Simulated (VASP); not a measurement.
Here is a VASP 6.6.1 calculation.

INCAR

```
SYSTEM = SnTe3
PREC     = Accurate       ! precision mode
ENCUT    = 500            ! plane-wave cutoff, eV
EDIFF    = 1E-7           ! SCF threshold, eV
ISMEAR   = -1             ! smearing method
SIGMA    = 0.1            ! smearing width, eV
LREAL    = .False.        ! projectors in reciprocal space
LASPH    = .True.         ! aspherical terms in the spheres
NELM     = 120            ! most SCF steps
ALGO     = Normal         ! electronic algorithm
ISIF     = 3              ! what is computed and relaxed
LWAVE    = .False.        ! write WAVECAR
LCHARG   = .False.        ! write CHGCAR
GGA      = PE             ! functional
IBRION   = 2              ! ionic algorithm
NSW      = 80             ! ionic steps
EDIFFG   = -0.01          ! ionic threshold
GGA_COMPAT= .False.      
NELMIN   = 4
```

The input KPOINTS:

```
regular mesh
0
Gamma
  4 4 4
  0 0 0
```

Contents of POSCAR:

```
SnTe3
1.0
    0.0000000000      3.8612200000      3.8612200000
    3.8612200000      0.0000000000      3.8612200000
    3.8612200000      3.8612200000      0.0000000000
Sn Te
1 3
Direct
    0.0000000000      0.0000000000      0.0000000000
    0.2500000000      0.2500000000      0.2500000000
    0.7500000000      0.7500000000      0.7500000000
    0.5000000000      0.5000000000      0.5000000000
```

Potentials or basis: VASP PAW PBE potentials, release 64 (Sn_d, Te).

Command:

```sh
$ cat potpaw_PBE.64/Sn_d/POTCAR potpaw_PBE.64/Te/POTCAR > POTCAR
$ mpirun -np 1 vasp_std > vasp.out
```

(1) What does it give for the relaxed volume?

(2) What does it give for the band gap on the k mesh?

(3) What does it give for the relaxed cell?

(4) Estimate the space group after relaxing (to 0.05 Å).

Results:

(1) 29.03 Å³/atom.

(2) zero (band 16 reaches 7.99 eV, above the bottom of band 17 at 5.80 eV).

(3) a = 5.476 Å, b = 5.476 Å, c = 5.476 Å, α = 60.00°, β = 60.00°, γ = 60.00°.

(4) Fm-3m (No. 225).

Caveat: spin-orbit coupling is left out, which moves the levels of the heavy elements.
